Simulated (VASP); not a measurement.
A run of VASP 6.6.1:

POSCAR

```
NaCl
1.0
    0.0000000000      2.7753105505      2.7753105505
    2.7753105505      0.0000000000      2.7753105505
    2.7753105505      2.7753105505      0.0000000000
Cl Na
1 1
Direct
    0.5000000000      0.5000000000      0.5000000000
    0.0000000000      0.0000000000      0.0000000000
```

Contents of INCAR.step1:

```
PREC = Accurate
ENCUT = 520
ISMEAR = -1
SIGMA = 0.05
LREAL = False
LASPH = True
NELM = 60
NBANDS = 14
GGA = PE
ALGO = Normal
EDIFF = 1E-4
LWAVE = True
LCHARG = False
```

File INCAR.step2:

```
PREC = Accurate
ENCUT = 520
EDIFF = 1E-6
ISMEAR = -1
SIGMA = 0.05
LREAL = False
LASPH = True
NELM = 60
ALGO = Normal
ISIF = 2
LWAVE = False
LCHARG = False
METAGGA = R2SCAN
LMIXTAU = True
NBANDS = 14
ISTART = 1
```

File KPOINTS:

```
Automatic mesh
0
Gamma
  8 8 8
```

Potentials or basis: VASP PAW PBE potentials, release 64 (Cl, Na_pv).

Launch:

```console
$ cat potpaw_PBE.64/Cl/POTCAR potpaw_PBE.64/Na_pv/POTCAR > POTCAR
$ cp INCAR.step1 INCAR
$ mpirun -np 1 vasp_std > vasp.out
$ cp INCAR.step2 INCAR
$ mpirun -np 1 vasp_std > vasp.out
```

Hardware: 1 thread of AMD EPYC 7R13, with other jobs on the host.

Task: Estimate the wall time of this run.

Result: Run time: 2.2 min on 1 thread of AMD EPYC 7R13, on a shared host, peak memory 0.14 GiB. Counts: k points 29.
